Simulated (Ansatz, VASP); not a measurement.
Pd in VASP and in Ansatz

```
Pd
1.0
     0.00000    1.92028    1.92028
     1.92028    0.00000    1.92028
     1.92028    1.92028    0.00000
Pd
1
Direct
  0.00000 0.00000 0.00000
```

Alike in both runs: task single point; functional LDA; k mesh 7 × 7 × 7; occupations fermi-dirac, width 0.05 eV; collinear spin.

|  | VASP | Ansatz |
| --- | --- | --- |
| version | VASP 6.6.1 | Ansatz 0.2.0 |
| potentials or method | VASP PAW LDA potentials, release 64 (Pd), cutoff 520 eV | plane waves (420 eV) with PAW, scalar-relativistic |
| valence electrons in the cell | 10 | 18 |

Ansatz gave:

* pressure (GPa): 0.3
* net moment per atom (μB): 0.33
* size of the moment on the site where the two differ most (μB): 0.33

Question: What did VASP give for the same quantities?

Answer: Pressure (GPa): 0.6; net moment per atom (μB): 0.29; size of the moment on the site where the two differ most (μB): 0.29.

Ansatz warns that its potentials were made for another functional, while VASP's fit it. LDA's correlation is that of Perdew and Zunger in VASP and of Perdew and Wang (1992) in Ansatz. Site moments also hang on the region over which each program counts them. VASP's potentials hold 10 valence electrons a cell and Ansatz's 18, so a difference there can come from the potentials and not from the codes.

The k mesh is coarse, so the values compare programs but aren't converged.
